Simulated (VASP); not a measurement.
# TiC (rocksalt type) (Fm-3m) in VASP: notebook, part 2 of 2

VASP 6.6.1.

## (4) Electric field gradients, PBE

This run uses another cell than the first one, of 10.17 Å³/atom, 1.053 times its volume.

Contents of INCAR:

```
SYSTEM = TiC
  PREC = Accurate
  ENCUT = 520
  EDIFF = 1E-8
  ISMEAR = -1
  SIGMA = 0.03
  LREAL = .FALSE.
  LASPH = .TRUE.
  NELM = 80
  ALGO = Normal
  ISIF = 2
  LWAVE = .FALSE.
  LCHARG = .FALSE.
  GGA = PE
  LEFG = .TRUE.
  NBANDS = 15
```

Contents of KPOINTS:

```
Automatic mesh
0
G
  14 14 14
  0 0 0
```

Contents of POSCAR:

```
TiC
1.0
    0.0000000000      2.1664481580      2.1664481580
    2.1664481580      0.0000000000      2.1664481580
    2.1664481580      2.1664481580      0.0000000000
Ti C
1 1
Direct
    0.0000000000      0.0000000000      0.0000000000
    0.5000000000      0.5000000000      0.5000000000
```

Potentials or basis: VASP PAW PBE potentials, release 64 (Ti_sv, C).

Run with:

```
$ cat potpaw_PBE.64/Ti_sv/POTCAR potpaw_PBE.64/C/POTCAR > POTCAR
$ mpirun -np 1 vasp_std > vasp.out
```

OUTCAR:

```text
SYSTEM = TiC
   PREC = Accurate
   ENCUT = 520
   EDIFF = 1E-8
   ISMEAR = -1
   LREAL = .FALSE.
   LASPH = .TRUE.
   NELM = 80
   ISIF = 2
   GGA = PE

 ion  position               nearest neighbor table
   1  0.000  0.000  0.000-   2 2.17   2 2.17   2 2.17   2 2.17   2 2.17   2 2.17
   2  0.500  0.500  0.500-   1 2.17   1 2.17   1 2.17   1 2.17   1 2.17   1 2.17

  LATTYP: Found a face centered cubic cell.
 ALAT       =     4.3328963160

  Lattice vectors:

 A1 = (   0.0000000000,   2.1664481580,   2.1664481580)
 A2 = (   2.1664481580,   0.0000000000,   2.1664481580)
 A3 = (   2.1664481580,   2.1664481580,   0.0000000000)

Analysis of symmetry for initial positions (statically):
=====================================================================
 Subroutine PRICEL returns:
 Original cell was already a primitive cell.

 Routine SETGRP: Setting up the symmetry group for a
 face centered cubic supercell.

 Subroutine GETGRP returns: Found 48 space group operations
 (whereof 48 operations were pure point group operations)
 out of a pool of 48 trial point group operations.

The static configuration has the point symmetry O_h .

Analysis of symmetry for dynamics (positions and initial velocities):
=====================================================================
 Subroutine PRICEL returns:
 Original cell was already a primitive cell.

 Routine SETGRP: Setting up the symmetry group for a
 face centered cubic supercell.

 Subroutine GETGRP returns: Found 48 space group operations
 (whereof 48 operations were pure point group operations)
 out of a pool of 48 trial point group operations.

The dynamic configuration has the point symmetry O_h .

 Subroutine INISYM returns: Found 48 space group operations
 (whereof 48 operations are pure point group operations),
 and found     1 'primitive' translations

----------------------------------------------------------------------------------------

                                     Primitive cell

  volume of cell :      20.3364

  direct lattice vectors                    reciprocal lattice vectors
     0.000000000  2.166448158  2.166448158    -0.230792506  0.230792506  0.230792506
     2.166448158  0.000000000  2.166448158     0.230792506 -0.230792506  0.230792506
     2.166448158  2.166448158  0.000000000     0.230792506  0.230792506 -0.230792506

  length of vectors
     3.063820367  3.063820367  3.063820367     0.399744347  0.399744347  0.399744347

  position of ions in fractional coordinates (direct lattice)
     0.000000000  0.000000000  0.000000000
     0.500000000  0.500000000  0.500000000

  ion indices of the primitive-cell ions
   primitive index   ion index
                 1           1
                 2           2

----------------------------------------------------------------------------------------

 KPOINTS: Automatic mesh

Automatic generation of k-mesh.
 Grid dimensions read from file:
 generate k-points for:   14   14   14

[... 80 lines left out ...]
   IALGO  =     38    algorithm
   IMIX   =      4    mixing-type and parameters
     AMIX     =   0.40;   BMIX     =  1.00
     AMIX_MAG =   1.60;   BMIX_MAG =  1.00
  volume/ion in A,a.u.               =      10.17        68.62
  Fermi-wavevector in a.u.,A,eV,Ry     =   1.511320  2.855981 31.076920  2.284089
  Thomas-Fermi vector in A             =   2.621393
   LORBIT       =      0    0 simple, 1 ext, 2 COOP (PROOUT), +10 PAW based schemes
   GGA     = PE    functional components
   LHFCALC =     F    Hartree Fock is set to
   AEXX    =    0.0000 exact exchange contribution
   IVDW    =     0    specifies the selected vdW correction
   LEPSILON=     F    determine dielectric tensor
   LRPA    =     F    only Hartree local field effects (RPA)
 non-spin polarized calculation
  energy-cutoff  :      520.00
  volume of cell :       20.34
 maximum number of plane-waves:       568
   NGX = 11   NGY = 11   NGZ = 11

 number of electron      16.0000000 magnetization

 Free energy of the ion-electron system (eV)
  ---------------------------------------------------
  ext. energy  EPLUGINS =         0.00000000
  ---------------------------------------------------
  free energy    TOTEN  =       -18.70955952 eV

  energy without entropy =      -18.70866285  energy(sigma->0) =      -18.70911119

 E-fermi :   9.3987     XC(G=0): -12.6924

 val. band max:        9.3650098330   @ k =   0.5000   0.5000   0.0000
 cond. band min:       9.4050492104   @ k =   0.3571   0.2857   0.0000
 fundamental gap:      0.0400393774
 Fermi energy:         9.3986667489

 k-point     1 :       0.0000    0.0000    0.0000
  band No.  band energies     occupation
      1     -47.1913      2.00000
      2     -23.2159      2.00000
      3     -23.2159      2.00000
      4     -23.2159      2.00000
      5      -2.9910      2.00000
      6      10.0938      0.00000
      7      10.0938      0.00000
      8      10.0938      0.00000
      9      11.0776      0.00000
     10      11.0776      0.00000
     11      11.0776      0.00000
     12      11.1112      0.00000
     13      11.1112      0.00000
     14      19.8686      0.00000
[... 401 lines left out ...]
      2     -23.4589      2.00000
      3     -23.2761      2.00000
      4     -23.2677      2.00000
      5      -1.5446      2.00000
      6       6.2416      2.00000
      7       7.7622      2.00000
      8       8.2955      2.00000
      9      10.2227      0.00000
     10      11.6904      0.00000
     11      12.7985      0.00000
     12      13.9100      0.00000
     13      15.7496      0.00000
     14      21.5092      0.00000
     15      23.6605      0.00000

 [... further k-points ...]

------------------------ aborting loop because EDIFF is reached ----------------------------------------

  FORCE on cell =-STRESS in cart. coord.  units (eV):
  Direction    XX          YY          ZZ          XY          YZ          ZX
  --------------------------------------------------------------------------------------
  -------------------------------------------------------------------------------------
  Total        0.0263844      0.0263844      0.0263844      0.0000000      0.0000000      0.0000000
  in kB        2.0786573      2.0786573      2.0786573      0.0000000      0.0000000      0.0000000
  external PRESSURE =       2.0786573 kB  Pullay stress =       0.0000000 kB

 VOLUME and BASIS-vectors are now :
 -----------------------------------------------------------------------------
  energy-cutoff  :      520.00
  volume of cell :       20.34
      direct lattice vectors                 reciprocal lattice vectors
     0.000000000  2.166448158  2.166448158    -0.230792506  0.230792506  0.230792506
     2.166448158  0.000000000  2.166448158     0.230792506 -0.230792506  0.230792506
     2.166448158  2.166448158  0.000000000     0.230792506  0.230792506 -0.230792506

 POSITION                                       TOTAL-FORCE (eV/Angst)
 -----------------------------------------------------------------------------------
      0.00000      0.00000      0.00000        -0.000000     -0.000000     -0.000000
      2.16645      2.16645      2.16645         0.000000      0.000000      0.000000
 -----------------------------------------------------------------------------------
    total drift:                                0.000000     -0.000000     -0.000000

  FREE ENERGIE OF THE ION-ELECTRON SYSTEM (eV)
  ---------------------------------------------------
  free  energy   TOTEN  =       -18.7095595187 eV

  energy  without entropy=      -18.7086628520  energy(sigma->0) =      -18.70911119

 Electric field gradients (V/A^2)
---------------------------------------------------------------------
 ion       V_xx      V_yy      V_zz      V_xy      V_xz      V_yz
---------------------------------------------------------------------
   1      -0.000     0.000     0.000     0.000     0.000     0.000
   2      -0.000    -0.000     0.000     0.000     0.000     0.000
---------------------------------------------------------------------

 Electric field gradients after diagonalization (V/A^2)
 (convention: |V_zz| > |V_xx| > |V_yy|)
----------------------------------------------------------------------
 ion       V_xx      V_yy      V_zz     asymmetry (V_yy - V_xx)/ V_zz
----------------------------------------------------------------------
   1      -0.000    -0.000     0.001       0.000
   2      -0.000    -0.000     0.000       0.000
----------------------------------------------------------------------

           NMR quadrupolar parameters

 Cq : quadrupolar parameter    Cq=e*Q*V_zz/h
 eta: asymmetry parameters     (V_yy - V_xx)/ V_zz
 Q  : nuclear electric quadrupole moment in mb (millibarn)
----------------------------------------------------------------------
 ion       Cq(MHz)       eta       Q (mb)
----------------------------------------------------------------------
   1       0.000       0.000       1.000
   2       0.000       0.000       1.000
----------------------------------------------------------------------
```

Run time: 12 s. Hardware: 1 thread of Intel Xeon 6975P-C (Granite Rapids), shared host; peak memory 0.15 GiB.

What came out:

* Free energy: -18.7096 eV
* Pressure: 0.2 GPa
* Band gap on the k mesh: zero (band 8 reaches 10.09 eV, above the bottom of band 9 at 9.00 eV)

Caveat: without QUAD_EFG the Cq values of the log hold for a quadrupole moment of 1 mb, not for the nuclei.

## (5) Electric field gradients, PBE (volume scaled by 1.025)

Contents of INCAR:

```
ALGO = Normal ; EDIFF = 1E-8
ENCUT = 520 ; GGA = PE
ISIF = 2 ; ISMEAR = -1
LASPH = T ; LCHARG = F
LEFG = T ; LREAL = F
LWAVE = F ; NBANDS = 15
NELM = 100 ; PREC = Accurate
SIGMA = 0.03
```

Contents of KPOINTS:

```
k-points
0
Gamma
  14 14 14
```

Contents of POSCAR:

```
TiC
1.0
    0.0000000000      2.1843535002      2.1843535002
    2.1843535002      0.0000000000      2.1843535002
    2.1843535002      2.1843535002      0.0000000000
Ti C
1 1
Direct
    0.0000000000      0.0000000000      0.0000000000
    0.5000000000      0.5000000000      0.5000000000
```

Potentials or basis: VASP PAW PBE potentials, release 64 (Ti_sv, C).

Run with:

```
$ cat potpaw_PBE.64/Ti_sv/POTCAR potpaw_PBE.64/C/POTCAR > POTCAR
$ mpirun -np 1 vasp_std > vasp.out
```

OUTCAR:

```text
EDIFF = 1E-8
   ENCUT = 520
   GGA = PE
   ISIF = 2
   ISMEAR = -1
   LASPH = T
   LREAL = F
   NELM = 100
   PREC = Accurate

 ion  position               nearest neighbor table
   1  0.000  0.000  0.000-   2 2.18   2 2.18   2 2.18   2 2.18   2 2.18   2 2.18
   2  0.500  0.500  0.500-   1 2.18   1 2.18   1 2.18   1 2.18   1 2.18   1 2.18

  LATTYP: Found a face centered cubic cell.
 ALAT       =     4.3687070004

  Lattice vectors:

 A1 = (   0.0000000000,   2.1843535002,   2.1843535002)
 A2 = (   2.1843535002,   0.0000000000,   2.1843535002)
[... 643 lines left out ...]
  ---------------------------------------------------
  free  energy   TOTEN  =       -18.7010044530 eV

  energy  without entropy=      -18.7000838577  energy(sigma->0) =      -18.70054416

 Electric field gradients (V/A^2)
---------------------------------------------------------------------
 ion       V_xx      V_yy      V_zz      V_xy      V_xz      V_yz
---------------------------------------------------------------------
   1      -0.000    -0.000    -0.000    -0.000    -0.000    -0.000
   2      -0.000    -0.000    -0.000     0.000     0.000     0.000
---------------------------------------------------------------------

 Electric field gradients after diagonalization (V/A^2)
 (convention: |V_zz| > |V_xx| > |V_yy|)
----------------------------------------------------------------------
 ion       V_xx      V_yy      V_zz     asymmetry (V_yy - V_xx)/ V_zz
----------------------------------------------------------------------
   1       0.000     0.000    -0.000       0.000
   2      -0.000    -0.000     0.000       0.000
----------------------------------------------------------------------

           NMR quadrupolar parameters

 Cq : quadrupolar parameter    Cq=e*Q*V_zz/h
 eta: asymmetry parameters     (V_yy - V_xx)/ V_zz
 Q  : nuclear electric quadrupole moment in mb (millibarn)
----------------------------------------------------------------------
 ion       Cq(MHz)       eta       Q (mb)
----------------------------------------------------------------------
   1      -0.000       0.000       1.000
   2       0.000       0.000       1.000
----------------------------------------------------------------------
```

OSZICAR:

```text
N       E                     dE             d eps       ncg     rms          rms(c)
DAV:   1     0.118707361006E+03    0.11871E+03   -0.80403E+03  3135   0.126E+03
DAV:   2    -0.165840699726E+02   -0.13529E+03   -0.12691E+03  3288   0.334E+02
DAV:   3    -0.241186137738E+02   -0.75345E+01   -0.73831E+01  4091   0.779E+01
DAV:   4    -0.243771279420E+02   -0.25851E+00   -0.25825E+00  3838   0.130E+01
DAV:   5    -0.243825352836E+02   -0.54073E-02   -0.54064E-02  4146   0.168E+00    0.178E+01
DAV:   6    -0.193995184533E+02    0.49830E+01   -0.12093E+01  4425   0.561E+01    0.716E+00
DAV:   7    -0.187473458755E+02    0.65217E+00   -0.22954E+00  3683   0.214E+01    0.472E+00
DAV:   8    -0.187259613200E+02    0.21385E-01   -0.10998E-01  3456   0.319E+00    0.361E+00
DAV:   9    -0.187053929917E+02    0.20568E-01   -0.11745E-01  4225   0.509E+00    0.783E-01
DAV:  10    -0.187040101596E+02    0.13828E-02   -0.13686E-02  3965   0.134E+00    0.673E-01
DAV:  11    -0.187015232396E+02    0.24869E-02   -0.25876E-03  3660   0.775E-01    0.297E-01
DAV:  12    -0.187010315053E+02    0.49173E-03   -0.88502E-04  3909   0.500E-01    0.554E-02
DAV:  13    -0.187010056381E+02    0.25867E-04   -0.79651E-05  3526   0.121E-01    0.214E-02
DAV:  14    -0.187010049596E+02    0.67846E-06   -0.10692E-05  3989   0.225E-02    0.547E-03
DAV:  15    -0.187010044581E+02    0.50144E-06   -0.12508E-06  3519   0.159E-02    0.153E-03
DAV:  16    -0.187010044530E+02    0.51227E-08   -0.79311E-08  4185   0.349E-03
   1 F= -.18701004E+02 E0= -.18700544E+02  d E =-.920595E-03
```

stdout:

```text
POSCAR found type information on POSCAR TiC
 POSCAR found :  2 types and       2 ions
 scaLAPACK will be used
 LDA part: xc-table for (Slater+PW92), standard interpolation
 POSCAR, INCAR and KPOINTS ok, starting setup
 FFT: planning ... GRIDC
 FFT: planning ... GRID_SOFT
 FFT: planning ... GRID
 WAVECAR not read
 entering main loop
ion   1

ion   2
```

It took 12 s on 1 thread of Intel Xeon 6975P-C (Granite Rapids), shared host; peak memory 0.16 GiB.

What came out:

```yaml
Free_energy: -18.7010 eV
Pressure: -5.6 GPa
Band_gap_on_the_k_mesh: zero (band 8 reaches 9.80 eV, above the bottom of band 9 at 8.71 eV)
```

Caveat: the cell differs from its parent crystal (volume scaled by 1.025); without QUAD_EFG the Cq values of the log hold for a quadrupole moment of 1 mb, not for the nuclei.

## (6) Electric field gradients, PBE (volume scaled by 1.05)

Contents of INCAR:

```
ALGO     = Normal         # electronic algorithm
EDIFF    = 1E-8           # SCF threshold, eV
ENCUT    = 520            # plane-wave cutoff, eV
GGA      = PE             # functional
ISIF     = 2              # what is computed and relaxed
ISMEAR   = -1             # smearing method
LASPH    = True           # aspherical terms in the spheres
LCHARG   = False          # write CHGCAR
LEFG     = True         
LREAL    = False          # projectors in reciprocal space
LWAVE    = False          # write WAVECAR
NBANDS   = 15             # bands
NELM     = 80             # most SCF steps
PREC     = Accurate       # precision mode
SIGMA    = 0.03           # smearing width, eV
```

KPOINTS is that of step 5.

Contents of POSCAR:

```
TiC
1.0
    0.0000000000      2.2019700150      2.2019700150
    2.2019700150      0.0000000000      2.2019700150
    2.2019700150      2.2019700150      0.0000000000
Ti C
1 1
Direct
    0.0000000000      0.0000000000      0.0000000000
    0.5000000000      0.5000000000      0.5000000000
```

Potentials or basis: VASP PAW PBE potentials, release 64 (Ti_sv, C).

Run with:

```
$ cat potpaw_PBE.64/Ti_sv/POTCAR potpaw_PBE.64/C/POTCAR > POTCAR
$ mpirun -np 1 vasp_std > vasp.out
```

OUTCAR:

```text
EDIFF = 1E-8
   ENCUT = 520
   GGA = PE
   ISIF = 2
   ISMEAR = -1
   LASPH = True
   LREAL = False
   NELM = 80
   PREC = Accurate

 ion  position               nearest neighbor table
   1  0.000  0.000  0.000-   2 2.20   2 2.20   2 2.20   2 2.20   2 2.20   2 2.20
   2  0.500  0.500  0.500-   1 2.20   1 2.20   1 2.20   1 2.20   1 2.20   1 2.20

  LATTYP: Found a face centered cubic cell.
 ALAT       =     4.4039400300

  Lattice vectors:

 A1 = (   0.0000000000,   2.2019700150,   2.2019700150)
 A2 = (   2.2019700150,   0.0000000000,   2.2019700150)
 A3 = (   2.2019700150,   2.2019700150,   0.0000000000)

Analysis of symmetry for initial positions (statically):
[... 641 lines left out ...]
  free  energy   TOTEN  =       -18.6749158937 eV

  energy  without entropy=      -18.6739635734  energy(sigma->0) =      -18.67443973

 Electric field gradients (V/A^2)
---------------------------------------------------------------------
 ion       V_xx      V_yy      V_zz      V_xy      V_xz      V_yz
---------------------------------------------------------------------
   1       0.000    -0.000     0.000    -0.001    -0.001    -0.001
   2      -0.000    -0.000    -0.000     0.000     0.000     0.000
---------------------------------------------------------------------

 Electric field gradients after diagonalization (V/A^2)
 (convention: |V_zz| > |V_xx| > |V_yy|)
----------------------------------------------------------------------
 ion       V_xx      V_yy      V_zz     asymmetry (V_yy - V_xx)/ V_zz
----------------------------------------------------------------------
   1       0.001     0.001    -0.001       0.000
   2      -0.000    -0.000     0.000       0.000
----------------------------------------------------------------------

           NMR quadrupolar parameters

 Cq : quadrupolar parameter    Cq=e*Q*V_zz/h
 eta: asymmetry parameters     (V_yy - V_xx)/ V_zz
 Q  : nuclear electric quadrupole moment in mb (millibarn)
----------------------------------------------------------------------
 ion       Cq(MHz)       eta       Q (mb)
----------------------------------------------------------------------
   1      -0.000       0.000       1.000
   2       0.000       0.000       1.000
----------------------------------------------------------------------
```

It took 13 s on 1 thread of Intel Xeon 6975P-C (Granite Rapids), shared host; peak memory 0.15 GiB.

Results:

| Quantity | Value |
| --- | --- |
| Free energy | -18.6749 eV |
| Pressure | -10.8 GPa |
| Band gap on the k mesh | zero (band 8 reaches 9.51 eV, above the bottom of band 9 at 8.44 eV) |

Caveat: the cell differs from its parent crystal (volume scaled by 1.05); without QUAD_EFG the Cq values of the log hold for a quadrupole moment of 1 mb, not for the nuclei.

## (7) Summary

| cell | gap on the mesh (eV) | pressure (GPa) |
| --- | --- | --- |
| a = 3.012 Å, angles 60.0°, 2 atoms | none | 14.4 |
| a = 3.038 Å, angles 60.0°, 2 atoms | none | 6.9 |
| a = 3.064 Å, angles 60.0°, 2 atoms | none | 0.2 |
| a = 3.089 Å, angles 60.0°, 2 atoms | none | -5.6 |
| a = 3.114 Å, angles 60.0°, 2 atoms | none | -10.8 |

Alike in all rows: task electric field gradients; level PBE; potentials or basis VASP PAW PBE potentials, release 64 (Ti_sv, C); no spin polarisation; k mesh 14 × 14 × 14; cutoff (eV) 520; smearing fermi-dirac 0.03 eV.

Absolute energies hang on the potentials; compare differences alone.
